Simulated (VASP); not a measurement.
# Al2Au (Fm-3m) in VASP: further runs

The runs below take Al2Au through single point, with r2SCAN.

All numbers are computed with VASP 6.6.1; they aren't measurements. Logs are shortened: lines on timing, memory, paths and dates and some standing lists are left out, and cuts for length are marked.

### 1 The cell of the first run

It takes space group Fm-3m (No. 225, cubic). Conventional cell: a = 5.919 Å, b = 5.919 Å, c = 5.919 Å, α = 90.00°, β = 90.00°, γ = 90.00°. Au (site symmetry m-3m) has 8 Al at 2.56 Å within 3.4 Å. Al (site symmetry -43m) has 4 Au at 2.56 Å and 6 Al at 2.96 Å within 3.4 Å.

### 2 Single point, r2SCAN

POSCAR reads:

```
Al2Au
1.0
    0.0000000000      2.9594544892      2.9594544892
    2.9594544892      0.0000000000      2.9594544892
    2.9594544892      2.9594544892      0.0000000000
Au Al
1 2
Direct
    0.0000000000      0.0000000000      0.0000000000
    0.7500000000      0.7500000000      0.7500000000
    0.2500000000      0.2500000000      0.2500000000
```

INCAR.step1 reads:

```
PREC = Accurate
ENCUT = 520
ISMEAR = -1
SIGMA = 0.05
LREAL = False
LASPH = True
NELM = 60
NBANDS = 16
GGA = PE
ALGO = Normal
EDIFF = 1E-4
LWAVE = True
LCHARG = False
```

INCAR.step2 reads:

```
PREC = Accurate
ENCUT = 520
EDIFF = 1E-6
ISMEAR = -1
SIGMA = 0.05
LREAL = False
LASPH = True
NELM = 60
ALGO = Normal
ISIF = 2
LWAVE = False
LCHARG = False
METAGGA = R2SCAN
LMIXTAU = True
NBANDS = 16
ISTART = 1
```

KPOINTS reads:

```
regular mesh
0
Gamma
  8 8 8
```

Potentials or basis: VASP PAW PBE potentials, release 64 (Au, Al).

The run is started by

```bash
$ cat potpaw_PBE.64/Au/POTCAR potpaw_PBE.64/Al/POTCAR > POTCAR
$ cp INCAR.step1 INCAR
$ mpirun -np 1 vasp_std > vasp.out
$ cp INCAR.step2 INCAR
$ mpirun -np 1 vasp_std > vasp.out
```

OUTCAR:

```text
PREC = Accurate
   ENCUT = 520
   EDIFF = 1E-6
   ISMEAR = -1
   LREAL = False
   LASPH = True
   NELM = 60
   ISIF = 2
   METAGGA = R2SCAN
   ISTART = 1

 ion  position               nearest neighbor table
   1  0.000  0.000  0.000-   2 2.56   2 2.56   2 2.56   2 2.56   3 2.56   3 2.56   3 2.56   3 2.56

   2  0.750  0.750  0.750-   1 2.56   1 2.56   1 2.56   1 2.56   3 2.96   3 2.96   3 2.96   3 2.96
                             3 2.96   3 2.96
   3  0.250  0.250  0.250-   1 2.56   1 2.56   1 2.56   1 2.56   2 2.96   2 2.96   2 2.96   2 2.96
                             2 2.96   2 2.96

  LATTYP: Found a face centered cubic cell.
 ALAT       =     5.9189089784

  Lattice vectors:

 A1 = (   0.0000000000,   2.9594544892,   2.9594544892)
 A2 = (   2.9594544892,   0.0000000000,   2.9594544892)
 A3 = (   2.9594544892,   2.9594544892,   0.0000000000)

Analysis of symmetry for initial positions (statically):
=====================================================================
 Subroutine PRICEL returns:
 Original cell was already a primitive cell.

 Routine SETGRP: Setting up the symmetry group for a
 face centered cubic supercell.

 Subroutine GETGRP returns: Found 48 space group operations
 (whereof 48 operations were pure point group operations)
 out of a pool of 48 trial point group operations.

The static configuration has the point symmetry O_h .

Analysis of symmetry for dynamics (positions and initial velocities):
=====================================================================
 Subroutine PRICEL returns:
 Original cell was already a primitive cell.

 Routine SETGRP: Setting up the symmetry group for a
 face centered cubic supercell.

 Subroutine GETGRP returns: Found 48 space group operations
 (whereof 48 operations were pure point group operations)
 out of a pool of 48 trial point group operations.

The dynamic configuration has the point symmetry O_h .

 Subroutine INISYM returns: Found 48 space group operations
 (whereof 48 operations are pure point group operations),
 and found     1 'primitive' translations

----------------------------------------------------------------------------------------

                                     Primitive cell

  volume of cell :      51.8400

  direct lattice vectors                    reciprocal lattice vectors
     0.000000000  2.959454489  2.959454489    -0.168950055  0.168950055  0.168950055
     2.959454489  0.000000000  2.959454489     0.168950055 -0.168950055  0.168950055
     2.959454489  2.959454489  0.000000000     0.168950055  0.168950055 -0.168950055

  length of vectors
     4.185300676  4.185300676  4.185300676     0.292630080  0.292630080  0.292630080

  position of ions in fractional coordinates (direct lattice)
     0.000000000  0.000000000  0.000000000
     0.750000000  0.750000000  0.750000000
     0.250000000  0.250000000  0.250000000

  ion indices of the primitive-cell ions
   primitive index   ion index
                 1           1
                 2           2
                 3           3

----------------------------------------------------------------------------------------

 KPOINTS: regular mesh

Automatic generation of k-mesh.
 Grid dimensions read from file:
 generate k-points for:    8    8    8

 Generating k-lattice:

  Cartesian coordinates                     Fractional coordinates (reciprocal lattice)
    -0.021118757  0.021118757  0.021118757     0.125000000  0.000000000  0.000000000
     0.021118757 -0.021118757  0.021118757     0.000000000  0.125000000  0.000000000
     0.021118757  0.021118757 -0.021118757     0.000000000  0.000000000  0.125000000

  Length of vectors
     0.036578760  0.036578760  0.036578760

  Shift w.r.t. Gamma in fractional coordinates (k-lattice)
     0.000000000  0.000000000  0.000000000

 Subroutine IBZKPT returns following result:
 ===========================================

 Found     29 irreducible k-points:

 Following reciprocal coordinates:
            Coordinates               Weight
  0.000000  0.000000  0.000000      1.000000
  0.125000  0.000000  0.000000      8.000000
  0.250000  0.000000  0.000000      8.000000
  0.375000  0.000000  0.000000      8.000000
  0.500000  0.000000  0.000000      4.000000
  0.125000  0.125000  0.000000      6.000000
[... 16 lines left out ...]
  0.500000  0.250000  0.125000     48.000000
 -0.375000  0.250000  0.125000     24.000000
 [... further k-points ...]
   k-points           NKPTS =     29   k-points in BZ     NKDIM =     29   number of bands    NBANDS=     16
   number of dos      NEDOS =    301   number of ions     NIONS =      3
   total plane-waves  NPLWV =  32768
   dimension x,y,z NGX =    32 NGY =   32 NGZ =   32
   dimension x,y,z NGXF=    64 NGYF=   64 NGZF=   64
   ions per type =               1   2
   NGX,Y,Z   is equivalent  to a cutoff of  12.71, 12.71, 12.71 a.u.
   NGXF,Y,Z  is equivalent  to a cutoff of  25.42, 25.42, 25.42 a.u.
 SYSTEM =  unknown system
   PREC   = accura    normal or accurate (medium, high low for compatibility)
   ISTART =      1    job   : 0-new  1-cont  2-samecut
   ICHARG =      0    charge: 1-file 2-atom 10-const
   ISPIN  =      1    spin polarized calculation?
   LNONCOLLINEAR =      F non collinear calculations
   LSORBIT =      F    spin-orbit coupling
   LASPH  =      T    aspherical Exc in radial PAW
   ENCUT  =  520.0 eV  38.22 Ry    6.18 a.u.   7.78  7.78  7.78*2*pi/ulx,y,z
   NELM   =     60;   NELMIN=  2; NELMDL=  0     # of ELM steps
   EDIFF  = 0.1E-05   stopping-criterion for ELM
   LREAL  =      F    real-space projection
   EDIFFG = 0.1E-04   stopping-criterion for IOM
   NSW    =      0    number of steps for IOM
   IBRION =     -1    ionic relax: 0-MD 1-quasi-New 2-CG
   NFREE  =      0    steps in history (QN), initial steepest desc. (CG)
   ISIF   =      2    stress and relaxation
   ISYM   =      2    0-nonsym 1-usesym 2-fastsym
   POTIM  = 0.5000    time-step for ionic-motion
   TEBEG  =    0.0;   TEEND  =   0.0 temperature during run
   PSTRESS=    0.0 pullay stress
   NELECT =      17.0000    total number of electrons
   NUPDOWN=      -1.0000    fix difference up-down
   EMIN   =  10.00;   EMAX   =-10.00  energy-range for DOS
   EFERMI =   0.00;   METHOD = LEGACY
   ISMEAR =    -1;   SIGMA  =   0.05  broadening in eV -4-tet -1-fermi 0-gaus
   EFERMI_NEDOS =   21; number of points for ismear=-14 and -15
   IALGO  =     38    algorithm
   IMIX   =      4    mixing-type and parameters
     AMIX     =   0.40;   BMIX     =  1.00
     AMIX_MAG =   1.60;   BMIX_MAG =  1.00
  volume/ion in A,a.u.               =      17.28       116.61
  Fermi-wavevector in a.u.,A,eV,Ry     =   1.128936  2.133380 17.340590  1.274497
  Thomas-Fermi vector in A             =   2.265628
   LORBIT       =      0    0 simple, 1 ext, 2 COOP (PROOUT), +10 PAW based schemes
   METAGGA = R2SCAN    functional components
   LHFCALC =     F    Hartree Fock is set to
   AEXX    =    0.0000 exact exchange contribution
   IVDW    =     0    specifies the selected vdW correction
   LEPSILON=     F    determine dielectric tensor
   LRPA    =     F    only Hartree local field effects (RPA)
 non-spin polarized calculation
  energy-cutoff  :      520.00
  volume of cell :       51.84
 maximum number of plane-waves:      1411
   NGX = 15   NGY = 15   NGZ = 15

 number of electron      17.0000000 magnetization

 Free energy of the ion-electron system (eV)
  ---------------------------------------------------
  ext. energy  EPLUGINS =         0.00000000
  ---------------------------------------------------
  free energy    TOTEN  =       -65.51943588 eV

  energy without entropy =      -65.51403143  energy(sigma->0) =      -65.51673365

 E-fermi :   8.2333     XC(G=0): -11.4632

 val. band max:        8.0795348127   @ k =   0.3750   0.1250   0.0000
 cond. band min:       8.2718304566   @ k =   0.3750   0.1250   0.0000
 fundamental gap:      0.1922956439
 Fermi energy:         8.2332810010

 k-point     1 :       0.0000    0.0000    0.0000
  band No.  band energies     occupation
      1      -3.2157      2.00000
      2       1.0083      2.00000
      3       1.0083      2.00000
      4       1.0083      2.00000
      5       2.0557      2.00000
      6       2.0557      2.00000
[... 8 lines left out ...]
     15      14.6058      0.00000
     16      14.6058      0.00000

 k-point     2 :       0.1250    0.0000    0.0000
  band No.  band energies     occupation
      1      -2.9934      2.00000
      2       0.9468      2.00000
      3       1.0648      2.00000
      4       1.0648      2.00000
      5       2.0456      2.00000
      6       2.0456      2.00000
[... 8 lines left out ...]
     15      14.1349      0.00000
     16      14.2445      0.00000

 k-point     3 :       0.2500    0.0000    0.0000
  band No.  band energies     occupation
      1      -2.3595      2.00000
      2       0.8330      2.00000
      3       1.1832      2.00000
      4       1.1832      2.00000
      5       2.0580      2.00000
      6       2.0580      2.00000
[... 8 lines left out ...]
     15      15.0454      0.00000
     16      15.5197      0.00000

 k-point     4 :       0.3750    0.0000    0.0000
  band No.  band energies     occupation
      1      -1.4910      2.00000
      2       0.8796      2.00000
      3       1.2587      2.00000
      4       1.2587      2.00000
      5       2.1452      2.00000
      6       2.1452      2.00000
[... 8 lines left out ...]
     15      16.6824      0.00000
     16      17.2721      0.00000
[... 324 lines left out ...]
 k-point    22 :       0.3750    0.2500    0.1250
  band No.  band energies     occupation
      1      -1.7885      2.00000
      2       0.6585      2.00000
      3       1.3112      2.00000
      4       1.3833      2.00000
      5       1.8737      2.00000
      6       2.2260      2.00000
[... 8 lines left out ...]
     15      16.2744      0.00000
     16      17.6895      0.00000

 k-point    23 :       0.5000    0.2500    0.1250
  band No.  band energies     occupation
      1      -0.9158      2.00000
      2       0.6393      2.00000
      3       1.3211      2.00000
      4       1.5135      2.00000
      5       2.0336      2.00000
      6       2.2251      2.00000
[... 8 lines left out ...]
     15      17.5103      0.00000
     16      18.5069      0.00000

 k-point    24 :      -0.3750    0.2500    0.1250
  band No.  band energies     occupation
      1      -0.4282      2.00000
      2       0.8004      2.00000
      3       1.3907      2.00000
      4       1.5424      2.00000
      5       1.9915      2.00000
      6       2.2823      2.00000
[... 8 lines left out ...]
     15      16.7570      0.00000
     16      19.2320      0.00000

 [... further k-points ...]
[... 5 lines left out ...]
  --------------------------------------------------------------------------------------
  -------------------------------------------------------------------------------------
  Total        1.7899795      1.7899795      1.7899795      0.0000000      0.0000000      0.0000000
  in kB       55.3214627     55.3214627     55.3214627      0.0000000      0.0000000      0.0000000
  external PRESSURE =      55.3214627 kB  Pullay stress =       0.0000000 kB

 VOLUME and BASIS-vectors are now :
 -----------------------------------------------------------------------------
  energy-cutoff  :      520.00
  volume of cell :       51.84
      direct lattice vectors                 reciprocal lattice vectors
     0.000000000  2.959454489  2.959454489    -0.168950055  0.168950055  0.168950055
     2.959454489  0.000000000  2.959454489     0.168950055 -0.168950055  0.168950055
     2.959454489  2.959454489  0.000000000     0.168950055  0.168950055 -0.168950055

 POSITION                                       TOTAL-FORCE (eV/Angst)
 -----------------------------------------------------------------------------------
      0.00000      0.00000      0.00000        -0.000000     -0.000000     -0.000000
      4.43918      4.43918      4.43918        -0.000000     -0.000000     -0.000000
      1.47973      1.47973      1.47973         0.000000      0.000000      0.000000
 -----------------------------------------------------------------------------------
    total drift:                                0.000000     -0.000000      0.000000

  FREE ENERGIE OF THE ION-ELECTRON SYSTEM (eV)
  ---------------------------------------------------
  free  energy   TOTEN  =       -65.5194358795 eV

  energy  without entropy=      -65.5140314294  energy(sigma->0) =      -65.51673365
```

Run time: 31 s. Hardware: 1 thread of Intel Xeon 6975P-C (Granite Rapids), shared host; peak memory 0.19 GiB.

Results:

* Free energy: -65.5194 eV
* Pressure: 5.5 GPa

Caveat: the PAW data sets were made with another functional, which shifts forces and pressure a little; spin-orbit coupling is left out, which moves the levels of the heavy elements.

### 3 Single point, r2SCAN

This run uses another cell than the first one, of 17.64 Å³/atom, 1.021 times its volume.

POSCAR reads:

```
Al2Au
1.0
    0.0000000000      2.9798651651      2.9798651651
    2.9798651651      0.0000000000      2.9798651651
    2.9798651651      2.9798651651      0.0000000000
Au Al
1 2
Direct
    0.0000000000      0.0000000000      0.0000000000
    0.7500000000      0.7500000000      0.7500000000
    0.2500000000      0.2500000000      0.2500000000
```

INCAR.step1 reads:

```
SYSTEM = Al2Au
PREC = Accurate
ENCUT = 520
ISMEAR = -1
SIGMA = 0.05
LREAL = .FALSE.
LASPH = .TRUE.
NELM = 100
NBANDS = 16
GGA = PE
ALGO = Normal
EDIFF = 1E-4
LWAVE = .TRUE.
LCHARG = .FALSE.
```

INCAR.step2 reads:

```
SYSTEM = Al2Au
PREC = Accurate
ENCUT = 520
EDIFF = 1E-6
ISMEAR = -1
SIGMA = 0.05
LREAL = .FALSE.
LASPH = .TRUE.
NELM = 100
ALGO = Normal
ISIF = 2
LWAVE = .FALSE.
LCHARG = .TRUE.
METAGGA = R2SCAN
LMIXTAU = .TRUE.
LELF = .TRUE.
LVHAR = .TRUE.
NBANDS = 16
ISTART = 1
```

KPOINTS reads:

```
Automatic mesh
0
G
  8 8 8
  0 0 0
```

Potentials or basis: VASP PAW PBE potentials, release 64 (Au, Al).

The run is started by

```bash
$ cat potpaw_PBE.64/Au/POTCAR potpaw_PBE.64/Al/POTCAR > POTCAR
$ cp INCAR.step1 INCAR
$ mpirun -np 1 vasp_std > vasp.out
$ cp INCAR.step2 INCAR
$ mpirun -np 1 vasp_std > vasp.out
```

Run time: 32 s. Hardware: 1 thread of Intel Xeon 6975P-C (Granite Rapids), shared host; peak memory 0.19 GiB.

The run converged. Its results:

```yaml
Free_energy: -65.5469 eV
Pressure: 2.7 GPa
```

Levels at points of the mesh, in eV from the Fermi level:
```
           k point  band 5  band 6  band 7  band 8  band 9  band 10  band 11  band 12  band 13  band 14
(0.00, 0.00, 0.00)   -6.07   -6.07    3.03    3.03    3.03     3.03     4.26     4.26     4.26     6.32
(0.50, 0.00, 0.00)   -5.92   -5.92   -5.85    0.30    0.30     3.83     4.15     4.15     4.22     9.41
(0.50, 0.50, 0.00)   -6.20   -5.72   -5.41   -2.33   -2.33     1.68     2.36     8.00    10.81    10.81
```

Caveat: the PAW data sets were made with another functional, which shifts forces and pressure a little; spin-orbit coupling is left out, which moves the levels of the heavy elements.

(Part 1 of 2 ends here.)
